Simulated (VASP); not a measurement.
# Si15Ni (a cell with a defect) in VASP: further runs

Si15Ni (a cell with a defect) is run at these levels: PBE; tasks: single point.

Everything below comes from runs of VASP 6.6.1. Logs are shortened: lines on timing, memory, paths and dates and some standing lists are left out, and cuts for length are marked.

## Step 1: The cell of the first run

The cell holds a defect, 16 atoms: a = 7.735 Å, b = 7.735 Å, c = 7.735 Å, α = 60.00°, β = 60.00°, γ = 60.00°.

## Step 2: Single point, PBE, collinear spin, ferromagnetic start

INCAR

```
PREC = Accurate
ENCUT = 520
EDIFF = 1E-6
ISMEAR = 0
SIGMA = 0.01
LREAL = Auto
LASPH = T
NELM = 150
ALGO = Normal
ISIF = 2
LWAVE = F
LCHARG = T
ISPIN = 2
MAGMOM = 2 0 0 0 0 0 0 0 0 0 0 0 0 0 0 0
LORBIT = 11
LMAXMIX = 4
GGA = PE
LELF = T
LVHAR = T
NBANDS = 53
```

KPOINTS

```
regular mesh
0
Gamma
  2 2 2
```

POSCAR

```
Si15Ni
1.0
    0.0000000000      5.4696766497      5.4696766497
    5.4696766497      0.0000000000      5.4696766497
    5.4696766497      5.4696766497      0.0000000000
Ni Si
1 15
Direct
    0.3731304945      0.3768573363      0.3744001567
    0.3726797413      0.3764141221      0.8748454622
    0.3726482140      0.8773412839      0.3739165617
    0.3762999038      0.8736933692      0.8712263398
    0.8699596721      0.3800360240      0.3775681291
    0.8736073523      0.3763821703      0.8748834423
    0.8735773392      0.8773123913      0.3739494060
    0.8731303789      0.8768638434      0.8743967605
    0.2482174021      0.2572357025      0.2547223165
    0.2534961796      0.2519537983      0.7386120866
    0.2534556004      0.7410674111      0.2494884292
    0.2482720633      0.7506867472      0.7481845373
    0.7373422616      0.2571905598      0.2547704342
    0.7469529199      0.2520048293      0.7516456229
    0.7469164400      0.7541130079      0.2495381735
    0.7503763478      0.7506519346      0.7482214962
```

Potentials or basis: VASP PAW PBE potentials, release 64 (Ni, Si).

Started as:

```sh
$ cat potpaw_PBE.64/Ni/POTCAR potpaw_PBE.64/Si/POTCAR > POTCAR
$ mpirun -np 1 vasp_std > vasp.out
```

OUTCAR:

```text
PREC = Accurate
   ENCUT = 520
   EDIFF = 1E-6
   ISMEAR = 0
   LREAL = Auto
   LASPH = T
   NELM = 150
   ISIF = 2
   ISPIN = 2
   LORBIT = 11
   GGA = PE

 ion  position               nearest neighbor table
   1  0.373  0.377  0.374-  11 2.30  13 2.30  10 2.30   9 2.30
   2  0.373  0.376  0.875-  12 2.36  14 2.36   9 2.40  10 2.40
   3  0.373  0.877  0.374-  12 2.36  15 2.36   9 2.40  11 2.40
   4  0.376  0.874  0.871-  12 2.36  16 2.36  10 2.39  11 2.39
   5  0.870  0.380  0.378-  15 2.36  14 2.36   9 2.39  13 2.39
   6  0.874  0.376  0.875-  14 2.36  16 2.36  13 2.40  10 2.40
[... 8 lines left out ...]
  15  0.747  0.754  0.250-   5 2.36   3 2.36   7 2.36   8 2.37
  16  0.750  0.751  0.748-   4 2.36   6 2.36   7 2.36   8 2.37

  LATTYP: Found a face centered cubic cell.
 ALAT       =    10.9393532994

  Lattice vectors:

 A1 = (   0.0000000000,   5.4696766497,   5.4696766497)
 A2 = (   5.4696766497,   0.0000000000,   5.4696766497)
 A3 = (   5.4696766497,   5.4696766497,   0.0000000000)

Analysis of symmetry for initial positions (statically):
=====================================================================
 Subroutine PRICEL returns:
 Original cell was already a primitive cell.

 Routine SETGRP: Setting up the symmetry group for a
 face centered cubic supercell.

 Subroutine GETGRP returns: Found  1 space group operations
 (whereof  1 operations were pure point group operations)
 out of a pool of 48 trial point group operations.

The static configuration has the point symmetry C_1 .

Analysis of symmetry for dynamics (positions and initial velocities):
=====================================================================
 Subroutine PRICEL returns:
 Original cell was already a primitive cell.

 Routine SETGRP: Setting up the symmetry group for a
 face centered cubic supercell.

 Subroutine GETGRP returns: Found  1 space group operations
 (whereof  1 operations were pure point group operations)
 out of a pool of 48 trial point group operations.

The dynamic configuration has the point symmetry C_1 .

Analysis of structural, dynamic, and magnetic symmetry:
=====================================================================
 Subroutine PRICEL returns:
 Original cell was already a primitive cell.

 Routine SETGRP: Setting up the symmetry group for a
 face centered cubic supercell.

 Subroutine GETGRP returns: Found  1 space group operations
 (whereof  1 operations were pure point group operations)
 out of a pool of 48 trial point group operations.

The overall configuration has the point symmetry C_1 .

 Subroutine INISYM returns: Found  1 space group operations
 (whereof  1 operations are pure point group operations),
 and found     1 'primitive' translations

----------------------------------------------------------------------------------------

                                     Primitive cell

  volume of cell :     327.2766

  direct lattice vectors                    reciprocal lattice vectors
     0.000000000  5.469676650  5.469676650    -0.091413082  0.091413082  0.091413082
     5.469676650  0.000000000  5.469676650     0.091413082 -0.091413082  0.091413082
     5.469676650  5.469676650  0.000000000     0.091413082  0.091413082 -0.091413082

  length of vectors
     7.735290900  7.735290900  7.735290900     0.158332102  0.158332102  0.158332102

  position of ions in fractional coordinates (direct lattice)
     0.373130495  0.376857336  0.374400157
     0.372679741  0.376414122  0.874845462
     0.372648214  0.877341284  0.373916562
     0.376299904  0.873693369  0.871226340
     0.869959672  0.380036024  0.377568129
     0.873607352  0.376382170  0.874883442
[... 8 lines left out ...]
     0.746916440  0.754113008  0.249538173
     0.750376348  0.750651935  0.748221496

  ion indices of the primitive-cell ions
   primitive index   ion index
                 1           1
                 2           2
                 3           3
                 4           4
                 5           5
                 6           6
[... 8 lines left out ...]
                15          15
                16          16

[... 37 lines left out ...]
   number of dos      NEDOS =    301   number of ions     NIONS =     16
   total plane-waves  NPLWV = 216000
   dimension x,y,z NGX =    60 NGY =   60 NGZ =   60
   dimension x,y,z NGXF=   120 NGYF=  120 NGZF=  120
   ions per type =               1  15
   NGX,Y,Z   is equivalent  to a cutoff of  12.90, 12.90, 12.90 a.u.
   NGXF,Y,Z  is equivalent  to a cutoff of  25.79, 25.79, 25.79 a.u.
 SYSTEM =  unknown system
   PREC   = accura    normal or accurate (medium, high low for compatibility)
   ISTART =      0    job   : 0-new  1-cont  2-samecut
   ICHARG =      2    charge: 1-file 2-atom 10-const
   ISPIN  =      2    spin polarized calculation?
   LNONCOLLINEAR =      F non collinear calculations
   LSORBIT =      F    spin-orbit coupling
   LASPH  =      T    aspherical Exc in radial PAW
   ENCUT  =  520.0 eV  38.22 Ry    6.18 a.u.  14.38 14.38 14.38*2*pi/ulx,y,z
   NELM   =    150;   NELMIN=  2; NELMDL= -5     # of ELM steps
   EDIFF  = 0.1E-05   stopping-criterion for ELM
   LREAL  =      T    real-space projection
   EDIFFG = 0.1E-04   stopping-criterion for IOM
   NSW    =      0    number of steps for IOM
   IBRION =     -1    ionic relax: 0-MD 1-quasi-New 2-CG
   NFREE  =      0    steps in history (QN), initial steepest desc. (CG)
   ISIF   =      2    stress and relaxation
   ISYM   =      2    0-nonsym 1-usesym 2-fastsym
   POTIM  = 0.5000    time-step for ionic-motion
   TEBEG  =    0.0;   TEEND  =   0.0 temperature during run
   PSTRESS=    0.0 pullay stress
   NELECT =      70.0000    total number of electrons
   NUPDOWN=      -1.0000    fix difference up-down
   EMIN   =  10.00;   EMAX   =-10.00  energy-range for DOS
   EFERMI =   0.00;   METHOD = LEGACY
   ISMEAR =     0;   SIGMA  =   0.01  broadening in eV -4-tet -1-fermi 0-gaus
   EFERMI_NEDOS =   21; number of points for ismear=-14 and -15
   IALGO  =     38    algorithm
   IMIX   =      4    mixing-type and parameters
     AMIX     =   0.40;   BMIX     =  1.00
     AMIX_MAG =   1.60;   BMIX_MAG =  1.00
  volume/ion in A,a.u.               =      20.45       138.04
  Fermi-wavevector in a.u.,A,eV,Ry     =   0.979045  1.850126 13.041573  0.958529
  Thomas-Fermi vector in A             =   2.109867
   LORBIT       =     11    0 simple, 1 ext, 2 COOP (PROOUT), +10 PAW based schemes
   GGA     = PE    functional components
   LHFCALC =     F    Hartree Fock is set to
   AEXX    =    0.0000 exact exchange contribution
   IVDW    =     0    specifies the selected vdW correction
   LEPSILON=     F    determine dielectric tensor
   LRPA    =     F    only Hartree local field effects (RPA)
 spin polarized calculation
 Gauss-broadening in eV      SIGMA  =   0.01
  energy-cutoff  :      520.00
  volume of cell :      327.28
 maximum number of plane-waves:      8824
 NGX is ok and might be reduce to    60
   NGX = 29   NGY = 29   NGZ = 29

 number of electron      69.9999999 magnetization      -0.0421725

 number of electron      69.9999999 magnetization       0.2496364

 Free energy of the ion-electron system (eV)
  ---------------------------------------------------
  ext. energy  EPLUGINS =         0.00000000
  ---------------------------------------------------
  free energy    TOTEN  =       -85.10610412 eV

  energy without entropy =      -85.10605248  energy(sigma->0) =      -85.10607830

 E-fermi :   5.6824     XC(G=0):  -9.3504

 val. band max:        5.6643723632   @ k =   0.5000   0.0000   0.5000
 cond. band min:       5.7002299952   @ k =   0.0000   0.5000   0.5000
 fundamental gap:      0.0358576320
 Fermi energy:         5.6823511645

 spin component 1

 k-point     1 :       0.0000    0.0000    0.0000
  band No.  band energies     occupation
      1      -6.1782      1.00000
      2      -4.0379      1.00000
      3      -4.0166      1.00000
      4      -4.0165      1.00000
      5      -3.5226      1.00000
      6      -2.2604      1.00000
[... 389 lines left out ...]
     46       9.8974      0.00000
     47       9.9139      0.00000
 Fermi energy:         5.6823511645

 spin component 2

 k-point     1 :       0.0000    0.0000    0.0000
  band No.  band energies     occupation
      1      -6.1694      1.00000
      2      -4.0283      1.00000
      3      -4.0079      1.00000
      4      -4.0078      1.00000
      5      -3.5080      1.00000
      6      -2.2544      1.00000
[... 389 lines left out ...]
     46       9.9002      0.00000
     47       9.9209      0.00000
 [bands above 47 left out]

------------------------ aborting loop because EDIFF is reached ----------------------------------------

  FORCE on cell =-STRESS in cart. coord.  units (eV):
  Direction    XX          YY          ZZ          XY          YZ          ZX
  --------------------------------------------------------------------------------------
  -------------------------------------------------------------------------------------
  Total       -2.8110736     -2.8254133     -2.8406773     -0.0034967     -0.0001143     -0.0010218
  in kB      -13.7615654    -13.8317655    -13.9064899     -0.0171181     -0.0005595     -0.0050020
  external PRESSURE =     -13.8332736 kB  Pullay stress =       0.0000000 kB

 VOLUME and BASIS-vectors are now :
 -----------------------------------------------------------------------------
  energy-cutoff  :      520.00
  volume of cell :      327.28
      direct lattice vectors                 reciprocal lattice vectors
     0.000000000  5.469676650  5.469676650    -0.091413082  0.091413082  0.091413082
     5.469676650  0.000000000  5.469676650     0.091413082 -0.091413082  0.091413082
     5.469676650  5.469676650  0.000000000     0.091413082  0.091413082 -0.091413082

 POSITION                                       TOTAL-FORCE (eV/Angst)
 -----------------------------------------------------------------------------------
      4.10914      4.08875      4.10219        -0.000033      0.000337      0.000104
      6.84399      6.82356      4.09730         0.000579     -0.001216     -0.000902
      6.84398      4.08347      6.83704        -0.000271     -0.001368      0.000159
      9.54415      6.82357      6.83706         0.001510     -0.000533     -0.000124
      4.14385      6.82357      6.83707        -0.003705      0.000214      0.000178
      6.84402      9.56368      6.83704         0.002084     -0.001885      0.000026
[... 8 lines left out ...]
      5.48965      5.45028      8.21015        -0.000174      0.000718      0.000392
      8.19835      8.19685      8.21014         0.000032      0.000949      0.000517
 -----------------------------------------------------------------------------------
    total drift:                                0.002877     -0.008774     -0.000672

  FREE ENERGIE OF THE ION-ELECTRON SYSTEM (eV)
  ---------------------------------------------------
  free  energy   TOTEN  =       -85.1061041249 eV

  energy  without entropy=      -85.1060524807  energy(sigma->0) =      -85.10607830

 total charge

# of ion       s       p       d       tot
------------------------------------------
    1        0.547   0.395   8.412   9.354
    2        0.751   0.919   0.000   1.670
    3        0.751   0.919   0.000   1.670
    4        0.751   0.921   0.000   1.672
    5        0.751   0.921   0.000   1.672
    6        0.751   0.919   0.000   1.670
[... 8 lines left out ...]
   15        0.740   0.945   0.000   1.685
   16        0.740   0.945   0.000   1.685
--------------------------------------------------
tot         11.853  14.075   8.412  34.340

 magnetization (x)

# of ion       s       p       d       tot
------------------------------------------
    1        0.000   0.022   0.044   0.065
    2       -0.000   0.003   0.000   0.003
    3       -0.000   0.003   0.000   0.003
    4        0.000  -0.000   0.000   0.000
    5        0.000  -0.000   0.000   0.000
    6       -0.000   0.003   0.000   0.003
[... 8 lines left out ...]
   15       -0.000   0.000   0.000   0.000
   16       -0.000   0.000   0.000   0.000
--------------------------------------------------
tot          0.005   0.079   0.044   0.128
```

Run time: 8.8 min. Hardware: 1 thread of Oxide Virtual Turin-like, shared host; peak memory 0.67 GiB.

Results:

| Item | Value |
| --- | --- |
| Free energy | -85.1061 eV |
| Pressure | -1.4 GPa |
| Largest force | 0.025 eV/Å |
| Net moment | 0.25 μB per cell |
| Site moments | Ni +0.07; Si +0.00, +0.01 (each value once) μB |
| Valence electrons inside the program's atomic spheres | Ni 9.35; Si 1.67, 1.68, 1.64, 1.69 (each value once) |

Forces on the atoms (eV/Å):
```
Ni   0.000  0.000  0.000
Si   0.001 -0.001 -0.001
Si   0.000 -0.001  0.000
Si   0.002 -0.001  0.000
Si  -0.004  0.000  0.000
Si   0.002 -0.002  0.000
Si   0.001 -0.001  0.001
Si   0.002 -0.002  0.000
Si  -0.013 -0.013 -0.014
Si   0.012  0.015 -0.015
Si   0.012 -0.012  0.013
Si   0.000  0.001  0.000
Si  -0.014  0.015  0.015
Si   0.000  0.000  0.000
Si   0.000  0.001  0.000
Si   0.000  0.001  0.001
```

Levels at points of the mesh, in eV from the Fermi level:
Spin up:
| k point | band 32 | band 33 | band 34 | band 35 | band 36 | band 37 | band 38 | band 39 |
| --- | --- | --- | --- | --- | --- | --- | --- | --- |
| (0.00, 0.00, 0.00) | -0.70 | -0.70 | -0.68 | 0.74 | 0.78 | 0.78 | 0.79 | 0.86 |
| (0.50, 0.00, 0.00) | -1.61 | -1.38 | -0.87 | -0.86 | 0.51 | 0.53 | 1.34 | 1.36 |
| (0.00, 0.50, 0.00) | -1.61 | -1.38 | -0.87 | -0.86 | 0.51 | 0.53 | 1.34 | 1.36 |
| (0.00, 0.00, 0.50) | -1.61 | -1.38 | -0.87 | -0.86 | 0.51 | 0.53 | 1.34 | 1.36 |
| (0.50, 0.50, 0.50) | -1.61 | -1.38 | -0.87 | -0.86 | 0.51 | 0.53 | 1.34 | 1.36 |
| (0.50, 0.50, 0.00) | -1.78 | -1.43 | -1.38 | -1.13 | -0.02 | 0.07 | 1.11 | 1.21 |
| (0.00, 0.50, 0.50) | -1.77 | -1.42 | -1.34 | -1.12 | 0.02 | 0.02 | 1.11 | 1.22 |
| (0.50, 0.00, 0.50) | -1.78 | -1.43 | -1.38 | -1.13 | -0.02 | 0.07 | 1.11 | 1.21 |
Spin down:
```tsv
k point	band 31	band 32	band 33	band 34	band 35	band 36	band 37	band 38	band 39	band 40
(0.00, 0.00, 0.00)	-1.16	-0.68	-0.68	-0.68	0.75	0.79	0.79	0.80	0.87	0.88
(0.50, 0.00, 0.00)	-1.59	-1.59	-1.32	-0.86	-0.85	0.56	0.58	1.34	1.37	1.38
(0.00, 0.50, 0.00)	-1.59	-1.59	-1.32	-0.86	-0.85	0.56	0.58	1.34	1.37	1.38
(0.00, 0.00, 0.50)	-1.59	-1.59	-1.32	-0.86	-0.85	0.56	0.58	1.34	1.37	1.38
(0.50, 0.50, 0.50)	-1.59	-1.59	-1.32	-0.86	-0.85	0.56	0.58	1.34	1.37	1.38
(0.50, 0.50, 0.00)	-1.77	-1.76	-1.42	-1.30	-1.12	0.06	0.10	1.11	1.22	2.27
(0.00, 0.50, 0.50)	-1.75	-1.75	-1.41	-1.31	-1.10	0.06	0.06	1.12	1.22	2.29
(0.50, 0.00, 0.50)	-1.77	-1.76	-1.42	-1.30	-1.12	0.07	0.10	1.11	1.22	2.27
```

Caveat: the k points lie up to 0.50 Å⁻¹ apart.

[end of part 1 of 2]
